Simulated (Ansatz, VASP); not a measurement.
**One calculation of H10SO4, two programs**

```
CELL_PARAMETERS angstrom
6.16224 0.00000 0.00000
0.00000 6.16224 0.00000
0.00000 0.00000 6.16224
ATOMIC_POSITIONS crystal
O 0.76809 0.56533 0.48381
O 0.03095 0.38851 0.19109
O 0.39605 0.38169 0.69130
O 0.83625 0.24647 0.82323
H 0.76461 0.72079 0.47171
H 0.85906 0.51222 0.36201
H 0.96884 0.33668 0.05230
H 0.15061 0.48152 0.15201
H 0.50462 0.44840 0.59880
H 0.35807 0.24894 0.61597
H 0.67984 0.25578 0.84035
H 0.86149 0.35941 0.71537
H 0.12372 0.05690 0.35972
H 0.17139 0.80922 0.56034
S 0.28356 0.91359 0.40473
```

Alike in both runs: functional r2SCAN; dispersion D3(BJ); k mesh 1 × 1 × 1; occupations fermi-dirac, width 0.02 eV; no spin polarisation.

Ansatz relaxed the structure, and its values are those at the end. VASP's run is a single point on that final structure, the one shown.

|  | VASP | Ansatz |
| --- | --- | --- |
| version | VASP 6.6.1 | Ansatz 0.2.0 |
| potentials or method | VASP PAW PBE potentials, release 64 (O_h, H_h, S), cutoff 910 eV | scalar-relativistic, plane waves, PAW |
| valence electrons in the cell | 40 | 40 |

Ansatz gave:

- gap on the k mesh at the Fermi level (eV): 5.02
- rms of the force components (eV/Å): 0.069

Q: Estimate VASP's values.

A: gap on the k mesh at the Fermi level (eV): 5.03; rms of the force components (eV/Å): 0.071.

VASP's potentials were made for PBE, not for r2SCAN. Ansatz's warnings: dispersion damping borrowed, xc potential rough in thin density.

Noted on VASP's run: the cutoff is short for stress, so the pressure is rough.
